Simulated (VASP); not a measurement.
Set up this calculation in VASP 6.6.1, as the native input.

```yaml
Task: single point
Functional: PBEsol
Potentials_or_basis: VASP PAW PBE potentials, release 64 (Ta_pv, N)
Cutoff: 520 eV
k_mesh: 18 × 18 × 10
Occupations: gaussian, width 0.15 eV
Spin: no spin polarisation
Dipole_correction: no
Further_INCAR_settings: ALGO = Normal; EDIFF = 1e-06; NBANDS = 20
```

The structure of Ta2N lies in POSCAR:

```
Ta2N
1.0
    3.0016500023      0.0000000000      0.0000000000
   -1.5008250012      2.5995051552      0.0000000000
    0.0000000000      0.0000000000      4.5820943191
Ta N
2 1
Direct
    0.6666666667      0.3333333333      0.7462554481
    0.3333333333      0.6666666667      0.2537445519
    0.0000000000      0.0000000000      0.0000000000
```

This cell differs from its parent crystal: strain -0.025 along x and y, -0.050 along z.

The input as run:

INCAR

```
SYSTEM = Ta2N
ALGO     = Normal         ! electronic algorithm
EDIFF    = 1E-6           ! SCF threshold, eV
ENCUT    = 520            ! plane-wave cutoff, eV
GGA      = PS             ! functional
ISIF     = 2              ! what is computed and relaxed
ISMEAR   = 0              ! smearing method
LASPH    = .True.         ! aspherical terms in the spheres
LCHARG   = .False.        ! write CHGCAR
LREAL    = .False.        ! projectors in reciprocal space
LWAVE    = .False.        ! write WAVECAR
NBANDS   = 20             ! bands
NELM     = 80             ! most SCF steps
PREC     = Accurate       ! precision mode
SIGMA    = 0.15           ! smearing width, eV
```

KPOINTS

```
k-points
0
Gamma
  18 18 10
  0 0 0
```

Potentials or basis: VASP PAW PBE potentials, release 64 (Ta_pv, N).

The run is started by

```console
$ cat potpaw_PBE.64/Ta_pv/POTCAR potpaw_PBE.64/N/POTCAR > POTCAR
$ mpirun -np 1 vasp_std > vasp.out
```

It gave:

The pressure is 39.5 GPa. The largest force is 0.623 eV/Å. The band gap on the k mesh is zero (an odd number of electrons rules out a gap without spin polarisation).

Caveat: the cell differs from its parent crystal (strain -0.025 along x and y, -0.050 along z); the stress differs along the axes, from 37 to 45 GPa; the PAW data sets were made with another functional, which shifts forces and pressure a little; spin-orbit coupling is left out, which moves the levels of the heavy elements.

Run time: 4.1 min on 1 thread of Intel Xeon 8259CL, on a shared host, peak memory 0.33 GiB.
